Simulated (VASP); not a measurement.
# La (P6_3/mmc) in VASP: relaxation of shape and atoms at fixed volume with PBE

Aim: the relaxation of shape and atoms at fixed volume of La with PBE.

All numbers are computed with VASP 6.6.1; they aren't measurements. Logs are shortened: lines on timing, memory, paths and dates and some standing lists are left out, and cuts for length are marked.

### Step 1. The cell of the first run

Symmetry: P6_3/mmc, No. 194, hexagonal system. Conventional cell: a = 3.150 Å, b = 3.150 Å, c = 5.088 Å, α = 90.00°, β = 90.00°, γ = 120.00°. Within 4.1 Å of La (site symmetry -6m2) lie 12 La at 3.13 to 3.15 Å.

### Step 2. Relaxation of shape and atoms at fixed volume, PBE

Input file INCAR:

```
ALGO = Normal
EDIFF = 1E-6
EDIFFG = -0.005
ENCUT = 600
GGA = PE
IBRION = 2
ISIF = 4
ISMEAR = -1
LASPH = T
LCHARG = F
LREAL = F
LWAVE = F
NELM = 100
NSW = 50
PREC = Accurate
SIGMA = 0.08
```

Input file KPOINTS:

```
k-points
0
Gamma
  13 13 7
```

Input file POSCAR:

```
La
1.0
    3.1495793999      0.0000000000      0.0000000000
   -1.5747896999      2.7276157715      0.0000000000
    0.0000000000      0.0000000000      5.0881795401
La
2
Direct
    0.3333333333      0.6666666667      0.2500000000
    0.6666666667      0.3333333333      0.7500000000
```

Potentials or basis: VASP PAW PBE potentials, release 64 (La).

The run is started by

```
$ cat potpaw_PBE.64/La/POTCAR > POTCAR
$ mpirun -np 1 vasp_std > vasp.out
```

OUTCAR:

```text
EDIFF = 1E-6
   EDIFFG = -0.005
   ENCUT = 600
   GGA = PE
   IBRION = 2
   ISIF = 4
   ISMEAR = -1
   LASPH = T
   LREAL = F
   NELM = 100
   NSW = 50
   PREC = Accurate

 ion  position               nearest neighbor table
   1  0.333  0.667  0.250-   2 3.13   2 3.13   2 3.13   2 3.13   2 3.13   2 3.13
   2  0.667  0.333  0.750-   1 3.13   1 3.13   1 3.13   1 3.13   1 3.13   1 3.13

  LATTYP: Found a hexagonal cell.
 ALAT       =     3.1495793999
 C/A-ratio  =     1.6155108013

  Lattice vectors:

 A1 = (   3.1495793999,   0.0000000000,   0.0000000000)
 A2 = (  -1.5747896999,   2.7276157715,   0.0000000000)
 A3 = (   0.0000000000,   0.0000000000,   5.0881795401)

Analysis of symmetry for initial positions (statically):
=====================================================================
 Subroutine PRICEL returns:
 Original cell was already a primitive cell.

 Routine SETGRP: Setting up the symmetry group for a
 hexagonal supercell.

 Subroutine GETGRP returns: Found 24 space group operations
 (whereof 12 operations were pure point group operations)
 out of a pool of 24 trial point group operations.

The static configuration has the point symmetry D_3d.
 The point group associated with its full space group is D_6h.

Analysis of symmetry for dynamics (positions and initial velocities):
=====================================================================
 Subroutine PRICEL returns:
 Original cell was already a primitive cell.

 Routine SETGRP: Setting up the symmetry group for a
 hexagonal supercell.

 Subroutine GETGRP returns: Found 24 space group operations
 (whereof 12 operations were pure point group operations)
 out of a pool of 24 trial point group operations.

The dynamic configuration has the point symmetry D_3d.
 The point group associated with its full space group is D_6h.

 Subroutine INISYM returns: Found 24 space group operations
 (whereof 12 operations are pure point group operations),
 and found     1 'primitive' translations

----------------------------------------------------------------------------------------

                                     Primitive cell

  volume of cell :      43.7117

  direct lattice vectors                    reciprocal lattice vectors
     3.149579400  0.000000000  0.000000000     0.317502712  0.183310276  0.000000000
    -1.574789700  2.727615772  0.000000000     0.000000000  0.366620552  0.000000000
     0.000000000  0.000000000  5.088179540     0.000000000  0.000000000  0.196533945

  length of vectors
     3.149579400  3.149579400  5.088179540     0.366620552  0.366620552  0.196533945

  position of ions in fractional coordinates (direct lattice)
     0.333333333  0.666666667  0.250000000
     0.666666667  0.333333333  0.750000000

  ion indices of the primitive-cell ions
   primitive index   ion index
                 1           1
                 2           2

----------------------------------------------------------------------------------------

 KPOINTS: k-points

Automatic generation of k-mesh.
 Grid dimensions read from file:
 generate k-points for:   13   13    7

 Generating k-lattice:

  Cartesian coordinates                     Fractional coordinates (reciprocal lattice)
     0.024423286  0.014100790  0.000000000     0.076923077 -0.000000000  0.000000000
     0.000000000  0.028201581  0.000000000     0.000000000  0.076923077  0.000000000
     0.000000000  0.000000000  0.028076278     0.000000000  0.000000000  0.142857143

  Length of vectors
     0.028201581  0.028201581  0.028076278

  Shift w.r.t. Gamma in fractional coordinates (k-lattice)
     0.000000000  0.000000000  0.000000000

 Subroutine IBZKPT returns following result:
 ===========================================

 Found     84 irreducible k-points:

 Following reciprocal coordinates:
            Coordinates               Weight
  0.000000  0.000000  0.000000      1.000000
  0.076923  0.000000  0.000000      6.000000
  0.153846  0.000000  0.000000      6.000000
  0.230769  0.000000  0.000000      6.000000
  0.307692  0.000000  0.000000      6.000000
  0.384615  0.000000  0.000000      6.000000
[... 16 lines left out ...]
  0.076923  0.000000  0.142857     12.000000
  0.153846  0.000000  0.142857     12.000000
 [... further k-points ...]
   k-points           NKPTS =     84   k-points in BZ     NKDIM =     84   number of bands    NBANDS=     15
   number of dos      NEDOS =    301   number of ions     NIONS =      2
   total plane-waves  NPLWV =  32928
   dimension x,y,z NGX =    28 NGY =   28 NGZ =   42
   dimension x,y,z NGXF=    56 NGYF=   56 NGZF=   84
   ions per type =               2
   NGX,Y,Z   is equivalent  to a cutoff of  14.78, 14.78, 13.72 a.u.
   NGXF,Y,Z  is equivalent  to a cutoff of  29.56, 29.56, 27.45 a.u.
 SYSTEM =  unknown system
   PREC   = accura    normal or accurate (medium, high low for compatibility)
   ISTART =      0    job   : 0-new  1-cont  2-samecut
   ICHARG =      2    charge: 1-file 2-atom 10-const
   ISPIN  =      1    spin polarized calculation?
   LNONCOLLINEAR =      F non collinear calculations
   LSORBIT =      F    spin-orbit coupling
   LASPH  =      T    aspherical Exc in radial PAW
   ENCUT  =  600.0 eV  44.10 Ry    6.64 a.u.   6.29  6.29 10.16*2*pi/ulx,y,z
   NELM   =    100;   NELMIN=  2; NELMDL= -5     # of ELM steps
   EDIFF  = 0.1E-05   stopping-criterion for ELM
   LREAL  =      F    real-space projection
   EDIFFG = -.5E-02   stopping-criterion for IOM
   NSW    =     50    number of steps for IOM
   IBRION =      2    ionic relax: 0-MD 1-quasi-New 2-CG
   NFREE  =      1    steps in history (QN), initial steepest desc. (CG)
   ISIF   =      4    stress and relaxation
   ISYM   =      2    0-nonsym 1-usesym 2-fastsym
   POTIM  = 0.5000    time-step for ionic-motion
   TEBEG  =    0.0;   TEEND  =   0.0 temperature during run
   PSTRESS=    0.0 pullay stress
   NELECT =      22.0000    total number of electrons
   NUPDOWN=      -1.0000    fix difference up-down
   EMIN   =  10.00;   EMAX   =-10.00  energy-range for DOS
   EFERMI =   0.00;   METHOD = LEGACY
   ISMEAR =    -1;   SIGMA  =   0.08  broadening in eV -4-tet -1-fermi 0-gaus
   EFERMI_NEDOS =   21; number of points for ismear=-14 and -15
   IALGO  =     38    algorithm
   IMIX   =      4    mixing-type and parameters
     AMIX     =   0.40;   BMIX     =  1.00
     AMIX_MAG =   1.60;   BMIX_MAG =  1.00
  volume/ion in A,a.u.               =      21.86       147.49
  Fermi-wavevector in a.u.,A,eV,Ry     =   1.302216  2.460831 23.072301  1.695766
  Thomas-Fermi vector in A             =   2.433299
   LORBIT       =      0    0 simple, 1 ext, 2 COOP (PROOUT), +10 PAW based schemes
   GGA     = PE    functional components
   LHFCALC =     F    Hartree Fock is set to
   AEXX    =    0.0000 exact exchange contribution
   IVDW    =     0    specifies the selected vdW correction
   LEPSILON=     F    determine dielectric tensor
   LRPA    =     F    only Hartree local field effects (RPA)
 conjugate gradient relaxation of ions
 non-spin polarized calculation
  energy-cutoff  :      600.00
  volume of cell :       43.71
 maximum number of plane-waves:      1473
 NGX is ok and might be reduce to    28
   NGX = 13   NGY = 13   NGZ = 21

--------------------------------------- Ionic step        1  -------------------------------------------

 number of electron      22.0000000 magnetization

 Free energy of the ion-electron system (eV)
  ---------------------------------------------------
  ext. energy  EPLUGINS =         0.00000000
  ---------------------------------------------------
  free energy    TOTEN  =        -7.79483704 eV

  energy without entropy =       -7.74515901  energy(sigma->0) =       -7.76999802

------------------------ aborting loop because EDIFF is reached ----------------------------------------

  FORCE on cell =-STRESS in cart. coord.  units (eV):
  Direction    XX          YY          ZZ          XY          YZ          ZX
  --------------------------------------------------------------------------------------
  -------------------------------------------------------------------------------------
  Total        7.4746979      7.4746979      9.2294078      0.0000000     -0.0000000      0.0000000
  in kB      273.9719153    273.9719153    338.2877241      0.0000000     -0.0000000      0.0000000
  external PRESSURE =     295.4105182 kB  Pullay stress =       0.0000000 kB

 VOLUME and BASIS-vectors are now :
 -----------------------------------------------------------------------------
  energy-cutoff  :      600.00
  volume of cell :       43.71
      direct lattice vectors                 reciprocal lattice vectors
     3.149579400  0.000000000  0.000000000     0.317502712  0.183310276  0.000000000
    -1.574789700  2.727615772  0.000000000     0.000000000  0.366620552  0.000000000
     0.000000000  0.000000000  5.088179540     0.000000000  0.000000000  0.196533945

 POSITION                                       TOTAL-FORCE (eV/Angst)
 -----------------------------------------------------------------------------------
     -0.00000      1.81841      1.27204         0.000000     -0.000000      0.000000
      1.57479      0.90921      3.81613        -0.000000      0.000000      0.000000
 -----------------------------------------------------------------------------------
    total drift:                               -0.000000      0.000000     -0.000000

  FREE ENERGIE OF THE ION-ELECTRON SYSTEM (eV)
  ---------------------------------------------------
  free  energy   TOTEN  =        -7.7948370366 eV

  energy  without entropy=       -7.7451590124  energy(sigma->0) =       -7.76999802

--------------------------------------- Ionic step        2  -------------------------------------------

 number of electron      21.9999999 magnetization

 Free energy of the ion-electron system (eV)
  ---------------------------------------------------
  ext. energy  EPLUGINS =         0.00000000
  ---------------------------------------------------
  free energy    TOTEN  =        -7.81865895 eV

  energy without entropy =       -7.76890237  energy(sigma->0) =       -7.79378066

 E-fermi :  14.3580     XC(G=0): -11.9490

 val. band max:       14.3534570106   @ k =   0.1538   0.0000   0.0000
 cond. band min:      14.3637829990   @ k =   0.1538   0.0000   0.2857
 fundamental gap:      0.0103259885
 Fermi energy:        14.3579982391

 k-point     1 :       0.0000    0.0000    0.0000
  band No.  band energies     occupation
      1     -18.8301      2.00000
      2     -17.6859      2.00000
      3      -4.5731      2.00000
      4       0.1268      2.00000
      5       0.1268      2.00000
      6       0.4604      2.00000
      7       0.7192      2.00000
      8       0.7192      2.00000
      9      12.2701      2.00000
     10      13.0024      2.00000
     11      14.9487      0.00124
     12      15.9302      0.00000
     13      15.9302      0.00000
     14      16.0813      0.00000
     15      16.2896      0.00000
[... 397 lines left out ...]
 k-point    24 :       0.1538    0.0000    0.1429
  band No.  band energies     occupation
      1     -18.5611      2.00000
      2     -17.6063      2.00000
      3      -4.0792      2.00000
      4      -1.0182      2.00000
      5      -0.5516      2.00000
      6      -0.1867      2.00000
      7       0.2224      2.00000
      8       0.5258      2.00000
      9      12.9671      2.00000
     10      13.9911      1.97983
     11      14.3676      0.94001
     12      14.9880      0.00076
     13      15.4142      0.00000
     14      16.2159      0.00000
     15      16.3068      0.00000

 [... further k-points ...]

------------------------ aborting loop because EDIFF is reached ----------------------------------------

  FORCE on cell =-STRESS in cart. coord.  units (eV):
  Direction    XX          YY          ZZ          XY          YZ          ZX
  --------------------------------------------------------------------------------------
  -------------------------------------------------------------------------------------
  Total        7.9342905      7.9342904      7.9409826      0.0000000      0.0000000     -0.0000000
  in kB      290.8174724    290.8174724    291.0627617      0.0000000      0.0000000     -0.0000000
  external PRESSURE =     290.8992355 kB  Pullay stress =       0.0000000 kB

 VOLUME and BASIS-vectors are now :
 -----------------------------------------------------------------------------
  energy-cutoff  :      600.00
  volume of cell :       43.71
      direct lattice vectors                 reciprocal lattice vectors
     3.105755624  0.000000000  0.000000000     0.321982835  0.185896876  0.000000000
    -1.552877812  2.689663268  0.000000000    -0.000000000  0.371793753  0.000000000
     0.000000000 -0.000000000  5.232786181     0.000000000 -0.000000000  0.191102783

 POSITION                                       TOTAL-FORCE (eV/Angst)
 -----------------------------------------------------------------------------------
     -0.00000      1.79311      1.30820         0.000000     -0.000000      0.000000
      1.55288      0.89655      3.92459        -0.000000      0.000000     -0.000000
 -----------------------------------------------------------------------------------
    total drift:                               -0.000000      0.000000     -0.000000

  FREE ENERGIE OF THE ION-ELECTRON SYSTEM (eV)
  ---------------------------------------------------
  free  energy   TOTEN  =        -7.8186589451 eV

  energy  without entropy=       -7.7689023653  energy(sigma->0) =       -7.79378066

 reached required accuracy - stopping structural energy minimisation
```

It took 4.3 min on 1 thread of Oxide Virtual Turin-like, shared host; peak memory 0.21 GiB.

Results:

* Free energy: -7.8187 eV
* Energy gained by relaxing: 11.9 meV/atom
* Ionic steps: 2
* Pressure after relaxing: 29.1 GPa
* Band gap on the k mesh: zero (band 11 reaches 15.43 eV, above the bottom of band 12 at 12.99 eV)

Step by step:
```
step  energy change (eV)  largest force (eV/Å)  pressure (GPa)  volume (Å³)
   1              0.0000                0.0000           29.54        43.71
   2             -0.0238                0.0000           29.09        43.71
```

Final structure:
```
La
1.0
     3.10576    0.00000    0.00000
    -1.55288    2.68966    0.00000
     0.00000    0.00000    5.23279
La
2
Direct
  0.33333 0.66667 0.25000
  0.66667 0.33333 0.75000
```

Caveat: spin-orbit coupling is left out, which moves the levels of the heavy elements.
